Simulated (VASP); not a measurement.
Set up this calculation in VASP 6.6.1, as the native input.

```yaml
Task: single point
Functional: r2SCAN
Potentials_or_basis: VASP PAW PBE potentials, release 64 (Sn_d, O)
Cutoff: 520 eV
k_mesh: 8 × 6 × 3
Occupations: gaussian, width 0.05 eV
Spin: no spin polarisation
Dipole_correction: no
Further_INCAR_settings: ALGO = Normal; EDIFF = 1e-06; NBANDS = 64
```

The system is SnO2.

```xyz
12
Lattice="0.0000 0.0000 -3.2007 -4.7598 0.0000 0.0000 -3.5699 9.5201 0.0000" Properties=species:S:1:pos:R:3 pbc="T T T"
Sn   -2.3799    9.0584   -1.6004
Sn   -2.3799    4.2983   -1.6004
Sn    0.0000    1.9183   -3.2007
Sn    0.0000    6.6784   -3.2007
O    -3.3040    8.1347    0.0000
O    -3.3040    3.3747    0.0000
O    -0.9241    7.6020   -1.6004
O    -0.9241    2.8420   -1.6004
O    -3.8358    0.9947   -1.6004
O    -3.8358    5.7547   -1.6004
O    -1.4558    0.4619   -3.2007
O    -1.4558    5.2220   -3.2007
```

This cell differs from its parent crystal: the part above a cut slid along it.

One way to write it, as run:

POSCAR

```
SnO2
1.0
    0.0000000000      0.0000000000     -3.2007107590
   -4.7598182097      0.0000000000      0.0000000000
   -3.5698636573      9.5201150501      0.0000000000
Sn O
4 8
Direct
    0.5000000000     -0.2136250000      0.9515000000
    0.5000000000      0.1613750000      0.4515000000
    1.0000000000     -0.1511250000      0.2015000000
    1.0000000000     -0.5261250000      0.7015000000
    0.0000000000      0.0532783030      0.8544791092
    0.0000000000      0.4282783030      0.3544791092
    0.5000000000     -0.4047530332      0.7985208908
    0.5000000000     -0.0297530332      0.2985208908
    0.5000000000      0.7275030332      0.1044791092
    0.5000000000      0.3525030332      0.6044791092
    1.0000000000      0.2694716970      0.0485208908
    1.0000000000     -0.1055283030      0.5485208908
```

INCAR.step1

```
SYSTEM = SnO2
PREC = Accurate ; ENCUT = 520
ISMEAR = 0 ; SIGMA = 0.05
LREAL = .False. ; LASPH = .True.
NELM = 100 ; NBANDS = 64
GGA = PE ; ALGO = Normal
EDIFF = 1E-4 ; LWAVE = .True.
LCHARG = .False.
```

INCAR.step2

```
SYSTEM = SnO2
PREC = Accurate ; ENCUT = 520
EDIFF = 1E-6 ; ISMEAR = 0
SIGMA = 0.05 ; LREAL = .False.
LASPH = .True. ; NELM = 100
ALGO = Normal ; ISIF = 2
LWAVE = .False. ; LCHARG = .True.
METAGGA = R2SCAN ; LMIXTAU = .True.
LELF = .True. ; LVHAR = .True.
NBANDS = 64 ; ISTART = 1
```

KPOINTS

```
Automatic mesh
0
Gamma
  8 6 3
  0 0 0
```

Potentials or basis: VASP PAW PBE potentials, release 64 (Sn_d, O).

Run with:

```bash
$ cat potpaw_PBE.64/Sn_d/POTCAR potpaw_PBE.64/O/POTCAR > POTCAR
$ cp INCAR.step1 INCAR
$ mpirun -np 1 vasp_std > vasp.out
$ cp INCAR.step2 INCAR
$ mpirun -np 1 vasp_std > vasp.out
```

It gave:

```json
{
  "Pressure": "18.7 GPa",
  "Largest force": "33.326 eV/Å",
  "Band gap on the k mesh": "zero (filled and empty bands touch)"
}
```

Caveat: the cell differs from its parent crystal (the part above a cut slid along it); the stress differs along the axes, from -6 to 53 GPa; semilocal functionals underestimate gaps, and a narrow one can read as zero; the PAW data sets were made with another functional, which shifts forces and pressure a little; spin-orbit coupling is left out, which moves the levels of the heavy elements.

Wall time 44 min on 1 thread of Oxide Virtual Turin-like Processor (shared host), peak memory 0.45 GiB.
